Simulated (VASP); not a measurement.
# ZrTi3C4 (Pm-3m) in VASP: relaxation of cell and atoms with PBE

Aim: the relaxation of cell and atoms of ZrTi3C4 with PBE.

All numbers are computed with VASP 6.6.1; they aren't measurements. Logs are shortened: lines on timing, memory, paths and dates and some standing lists are left out, and cuts for length are marked.

## 1. The cell of the first run

It takes space group Pm-3m (No. 221, cubic). Conventional cell: a = 4.444 Å, b = 4.444 Å, c = 4.444 Å, α = 90.00°, β = 90.00°, γ = 90.00°. Zr (site symmetry m-3m) has 6 C at 2.22 Å within 2.9 Å. Ti (site symmetry 4/mmm) has 6 C at 2.22 Å within 2.9 Å. Within 2.9 Å of C (site symmetry 4/mmm) lie 2 Zr at 2.22 Å and 4 Ti at 2.22 Å. Within 2.9 Å of C (site symmetry m-3m) lie 6 Ti at 2.22 Å.

## 2. Relaxation of cell and atoms, PBE

INCAR reads:

```
SYSTEM = ZrTi3C4
ALGO     = Normal         ! electronic algorithm
EDIFF    = 1E-6           ! SCF threshold, eV
EDIFFG   = -0.01          ! ionic threshold
ENCUT    = 600            ! plane-wave cutoff, eV
GGA      = PE             ! functional
IBRION   = 2              ! ionic algorithm
ISIF     = 3              ! what is computed and relaxed
ISMEAR   = 0              ! smearing method
LASPH    = .True.         ! aspherical terms in the spheres
LCHARG   = .False.        ! write CHGCAR
LREAL    = .False.        ! projectors in reciprocal space
LWAVE    = .False.        ! write WAVECAR
NELM     = 100            ! most SCF steps
NSW      = 100            ! ionic steps
PREC     = Accurate       ! precision mode
SIGMA    = 0.1            ! smearing width, eV
```

KPOINTS reads:

```
k-points
0
Gamma
  8 8 8
  0 0 0
```

POSCAR reads:

```
ZrTi3C4
1.0
    4.4440954567      0.0000000000      0.0000000000
    0.0000000000      4.4440954567      0.0000000000
    0.0000000000      0.0000000000      4.4440954567
Zr Ti C
1 3 4
Direct
    0.5000000000      0.5000000000      0.5000000000
    0.0000000000      0.0000000000      0.5000000000
    0.5000000000      0.0000000000      0.0000000000
    0.0000000000      0.5000000000      0.0000000000
    0.5000000000      0.5000000000      0.0000000000
    0.0000000000      0.5000000000      0.5000000000
    0.5000000000      0.0000000000      0.5000000000
    0.0000000000      0.0000000000      0.0000000000
```

Potentials or basis: VASP PAW PBE potentials, release 64 (Zr_sv, Ti_sv, C).

Launch:

```sh
> cat potpaw_PBE.64/Zr_sv/POTCAR potpaw_PBE.64/Ti_sv/POTCAR potpaw_PBE.64/C/POTCAR > POTCAR
> mpirun -np 1 vasp_std > vasp.out
```

OUTCAR:

```text
SYSTEM = ZrTi3C4
   EDIFF = 1E-6
   EDIFFG = -0.01
   ENCUT = 600
   GGA = PE
   IBRION = 2
   ISIF = 3
   ISMEAR = 0
   LASPH = .True.
   LREAL = .False.
   NELM = 100
   NSW = 100
   PREC = Accurate

 ion  position               nearest neighbor table
   1  0.500  0.500  0.500-   5 2.22   6 2.22   7 2.22   5 2.22   7 2.22   6 2.22   3 3.14   4 3.14
                             2 3.14   2 3.14   3 3.14   3 3.14   3 3.14   2 3.14   4 3.14   4 3.14
   2  0.000  0.000  0.500-   6 2.22   7 2.22   8 2.22   8 2.22   6 2.22   7 2.22   1 3.14   1 3.14
                             1 3.14   1 3.14
   3  0.500  0.000  0.000-   5 2.22   7 2.22   8 2.22   7 2.22   5 2.22   8 2.22   1 3.14   1 3.14
                             1 3.14   1 3.14
   4  0.000  0.500  0.000-   5 2.22   6 2.22   8 2.22   6 2.22   8 2.22   5 2.22   1 3.14   1 3.14
                             1 3.14   1 3.14
   5  0.500  0.500  0.000-   1 2.22   3 2.22   4 2.22   1 2.22   3 2.22   4 2.22
   6  0.000  0.500  0.500-   1 2.22   2 2.22   4 2.22   4 2.22   2 2.22   1 2.22
   7  0.500  0.000  0.500-   1 2.22   2 2.22   3 2.22   3 2.22   1 2.22   2 2.22
   8  0.000  0.000  0.000-   2 2.22   3 2.22   4 2.22   2 2.22   4 2.22   3 2.22

  LATTYP: Found a simple cubic cell.
 ALAT       =     4.4440954567

  Lattice vectors:

 A1 = (   4.4440954567,   0.0000000000,   0.0000000000)
 A2 = (   0.0000000000,   4.4440954567,   0.0000000000)
 A3 = (   0.0000000000,   0.0000000000,   4.4440954567)

Analysis of symmetry for initial positions (statically):
=====================================================================
 Subroutine PRICEL returns:
 Original cell was already a primitive cell.

 Routine SETGRP: Setting up the symmetry group for a
 simple cubic supercell.

 Subroutine GETGRP returns: Found 48 space group operations
 (whereof 48 operations were pure point group operations)
 out of a pool of 48 trial point group operations.

The static configuration has the point symmetry O_h .

Analysis of symmetry for dynamics (positions and initial velocities):
=====================================================================
 Subroutine PRICEL returns:
 Original cell was already a primitive cell.

 Routine SETGRP: Setting up the symmetry group for a
 simple cubic supercell.

 Subroutine GETGRP returns: Found 48 space group operations
 (whereof 48 operations were pure point group operations)
 out of a pool of 48 trial point group operations.

The dynamic configuration has the point symmetry O_h .

 Subroutine INISYM returns: Found 48 space group operations
 (whereof 48 operations are pure point group operations),
 and found     1 'primitive' translations

----------------------------------------------------------------------------------------

                                     Primitive cell

  volume of cell :      87.7708

  direct lattice vectors                    reciprocal lattice vectors
     4.444095457  0.000000000  0.000000000     0.225017669  0.000000000  0.000000000
     0.000000000  4.444095457  0.000000000     0.000000000  0.225017669  0.000000000
     0.000000000  0.000000000  4.444095457     0.000000000  0.000000000  0.225017669

  length of vectors
     4.444095457  4.444095457  4.444095457     0.225017669  0.225017669  0.225017669

  position of ions in fractional coordinates (direct lattice)
     0.500000000  0.500000000  0.500000000
     0.000000000  0.000000000  0.500000000
     0.500000000  0.000000000  0.000000000
     0.000000000  0.500000000  0.000000000
     0.500000000  0.500000000  0.000000000
     0.000000000  0.500000000  0.500000000
     0.500000000  0.000000000  0.500000000
     0.000000000  0.000000000  0.000000000

  ion indices of the primitive-cell ions
   primitive index   ion index
                 1           1
                 2           2
                 3           3
                 4           4
                 5           5
                 6           6
                 7           7
                 8           8

----------------------------------------------------------------------------------------

 KPOINTS: k-points

Automatic generation of k-mesh.
 Grid dimensions read from file:
 generate k-points for:    8    8    8

 Generating k-lattice:

  Cartesian coordinates                     Fractional coordinates (reciprocal lattice)
     0.028127209  0.000000000  0.000000000     0.125000000  0.000000000  0.000000000
     0.000000000  0.028127209  0.000000000     0.000000000  0.125000000  0.000000000
     0.000000000  0.000000000  0.028127209     0.000000000  0.000000000  0.125000000

  Length of vectors
     0.028127209  0.028127209  0.028127209

  Shift w.r.t. Gamma in fractional coordinates (k-lattice)
     0.000000000  0.000000000  0.000000000

 Subroutine IBZKPT returns following result:
 ===========================================

 Found     35 irreducible k-points:

 Following reciprocal coordinates:
            Coordinates               Weight
  0.000000  0.000000  0.000000      1.000000
  0.125000  0.000000  0.000000      6.000000
  0.250000  0.000000  0.000000      6.000000
  0.375000  0.000000  0.000000      6.000000
  0.500000  0.000000  0.000000      3.000000
  0.125000  0.125000  0.000000     12.000000
[... 16 lines left out ...]
  0.375000  0.375000  0.125000     24.000000
  0.500000  0.375000  0.125000     24.000000
 [... further k-points ...]
   k-points           NKPTS =     35   k-points in BZ     NKDIM =     35   number of bands    NBANDS=     38
   number of dos      NEDOS =    301   number of ions     NIONS =      8
   total plane-waves  NPLWV =  46656
   dimension x,y,z NGX =    36 NGY =   36 NGZ =   36
   dimension x,y,z NGXF=    72 NGYF=   72 NGZF=   72
   ions per type =               1   3   4
   NGX,Y,Z   is equivalent  to a cutoff of  13.47, 13.47, 13.47 a.u.
   NGXF,Y,Z  is equivalent  to a cutoff of  26.93, 26.93, 26.93 a.u.
 SYSTEM =  ZrTi3C4
   PREC   = accura    normal or accurate (medium, high low for compatibility)
   ISTART =      0    job   : 0-new  1-cont  2-samecut
   ICHARG =      2    charge: 1-file 2-atom 10-const
   ISPIN  =      1    spin polarized calculation?
   LNONCOLLINEAR =      F non collinear calculations
   LSORBIT =      F    spin-orbit coupling
   LASPH  =      T    aspherical Exc in radial PAW
   ENCUT  =  600.0 eV  44.10 Ry    6.64 a.u.   8.88  8.88  8.88*2*pi/ulx,y,z
   NELM   =    100;   NELMIN=  2; NELMDL= -5     # of ELM steps
   EDIFF  = 0.1E-05   stopping-criterion for ELM
   LREAL  =      F    real-space projection
   EDIFFG = -.1E-01   stopping-criterion for IOM
   NSW    =    100    number of steps for IOM
   IBRION =      2    ionic relax: 0-MD 1-quasi-New 2-CG
   NFREE  =      1    steps in history (QN), initial steepest desc. (CG)
   ISIF   =      3    stress and relaxation
   ISYM   =      2    0-nonsym 1-usesym 2-fastsym
   POTIM  = 0.5000    time-step for ionic-motion
   TEBEG  =    0.0;   TEEND  =   0.0 temperature during run
   PSTRESS=    0.0 pullay stress
   NELECT =      64.0000    total number of electrons
   NUPDOWN=      -1.0000    fix difference up-down
   EMIN   =  10.00;   EMAX   =-10.00  energy-range for DOS
   EFERMI =   0.00;   METHOD = LEGACY
   ISMEAR =     0;   SIGMA  =   0.10  broadening in eV -4-tet -1-fermi 0-gaus
   EFERMI_NEDOS =   21; number of points for ismear=-14 and -15
   IALGO  =     38    algorithm
   IMIX   =      4    mixing-type and parameters
     AMIX     =   0.40;   BMIX     =  1.00
     AMIX_MAG =   1.60;   BMIX_MAG =  1.00
  volume/ion in A,a.u.               =      10.97        74.04
  Fermi-wavevector in a.u.,A,eV,Ry     =   1.473504  2.784520 29.541177  2.171215
  Thomas-Fermi vector in A             =   2.588389
   LORBIT       =      0    0 simple, 1 ext, 2 COOP (PROOUT), +10 PAW based schemes
   GGA     = PE    functional components
   LHFCALC =     F    Hartree Fock is set to
   AEXX    =    0.0000 exact exchange contribution
   IVDW    =     0    specifies the selected vdW correction
   LEPSILON=     F    determine dielectric tensor
   LRPA    =     F    only Hartree local field effects (RPA)
 conjugate gradient relaxation of ions
 non-spin polarized calculation
 Gauss-broadening in eV      SIGMA  =   0.10
  energy-cutoff  :      600.00
  volume of cell :       87.77
 maximum number of plane-waves:      3016
 NGX is ok and might be reduce to    36
   NGX = 17   NGY = 17   NGZ = 17

--------------------------------------- Ionic step        1  -------------------------------------------

 number of electron      63.9999980 magnetization

 Free energy of the ion-electron system (eV)
  ---------------------------------------------------
  ext. energy  EPLUGINS =         0.00000000
  ---------------------------------------------------
  free energy    TOTEN  =       -74.98674732 eV

  energy without entropy =      -74.98276180  energy(sigma->0) =      -74.98475456

------------------------ aborting loop because EDIFF is reached ----------------------------------------

  FORCE on cell =-STRESS in cart. coord.  units (eV):
  Direction    XX          YY          ZZ          XY          YZ          ZX
  --------------------------------------------------------------------------------------
  -------------------------------------------------------------------------------------
  Total        0.1181784      0.1181784      0.1181784      0.0000000      0.0000000     -0.0000000
  in kB        2.1572406      2.1572406      2.1572406      0.0000000      0.0000000     -0.0000000
  external PRESSURE =       2.1572406 kB  Pullay stress =       0.0000000 kB
[... 69 lines left out ...]
  energy  without entropy=      -74.9826669979  energy(sigma->0) =      -74.98466762

--------------------------------------- Ionic step        3  -------------------------------------------

 number of electron      63.9999980 magnetization

 Free energy of the ion-electron system (eV)
  ---------------------------------------------------
  ext. energy  EPLUGINS =         0.00000000
  ---------------------------------------------------
  free energy    TOTEN  =       -74.98678616 eV

  energy without entropy =      -74.98279507  energy(sigma->0) =      -74.98479062

 E-fermi :   9.3405     XC(G=0): -12.4738

 val. band max:        9.3270280036   @ k =   0.2500   0.0000   0.0000
 cond. band min:       9.4241073467   @ k =   0.1250   0.0000   0.0000
 fundamental gap:      0.0970793431
 Fermi energy:         9.3405370375

 k-point     1 :       0.0000    0.0000    0.0000
  band No.  band energies     occupation
      1     -47.4260      2.00000
      2     -47.3745      2.00000
      3     -47.3745      2.00000
      4     -38.1156      2.00000
      5     -23.7875      2.00000
      6     -23.7875      2.00000
[... 973 lines left out ...]
     37      12.0802      0.00000
     38      12.0984      0.00000

 [... further k-points ...]

------------------------ aborting loop because EDIFF is reached ----------------------------------------

  FORCE on cell =-STRESS in cart. coord.  units (eV):
  Direction    XX          YY          ZZ          XY          YZ          ZX
  --------------------------------------------------------------------------------------
  -------------------------------------------------------------------------------------
  Total       -0.0008282     -0.0008282     -0.0008282     -0.0000000     -0.0000000      0.0000000
  in kB       -0.0151070     -0.0151070     -0.0151070     -0.0000000     -0.0000000      0.0000000
  external PRESSURE =      -0.0151070 kB  Pullay stress =       0.0000000 kB
[... 23 lines left out ...]
  FREE ENERGIE OF THE ION-ELECTRON SYSTEM (eV)
  ---------------------------------------------------
  free  energy   TOTEN  =       -74.9867861605 eV

  energy  without entropy=      -74.9827950733  energy(sigma->0) =      -74.98479062

 reached required accuracy - stopping structural energy minimisation
```

Wall time 12 min (1 thread of Intel Xeon 8259CL, shared host); peak memory 0.3 GiB.

Results:

| Quantity | Value |
| --- | --- |
| Free energy | -74.9868 eV |
| Relaxed volume | 10.98 Å³/atom |
| Relaxed cell | a = 4.445 Å, b = 4.445 Å, c = 4.445 Å, α = 90.00°, β = 90.00°, γ = 90.00° |
| Space group after relaxing (to 0.1 Å) | Pm-3m (No. 221) |
| Energy gained by relaxing | 0.0 meV/atom |
| Ionic steps | 3 |
| Pressure after relaxing | 0.0 GPa |
| Band gap on the k mesh | zero (bands 32 and 33 overlap by 0.66 eV) |

Final structure:
```
CELL_PARAMETERS angstrom
4.44521 0.00000 0.00000
0.00000 4.44521 0.00000
0.00000 0.00000 4.44521
ATOMIC_POSITIONS crystal
Zr 0.50000 0.50000 0.50000
Ti 0.00000 0.00000 0.50000
Ti 0.50000 0.00000 0.00000
Ti 0.00000 0.50000 0.00000
C 0.50000 0.50000 0.00000
C 0.00000 0.50000 0.50000
C 0.50000 0.00000 0.50000
C 0.00000 0.00000 0.00000
```

Levels at points of the mesh, in eV from the Fermi level:
```
           k point  band 30  band 31  band 32  band 33  band 34  band 35
(0.00, 0.00, 0.00)     0.32     0.32     0.32     0.71     0.71     0.71
(0.50, 0.00, 0.00)    -0.56    -0.47    -0.47    -0.30    -0.30     1.95
(0.50, 0.50, 0.00)    -2.42    -2.42    -1.85     1.85     1.94     2.42
(0.50, 0.50, 0.50)    -2.73    -2.73    -2.73     2.61     2.61     2.61
```
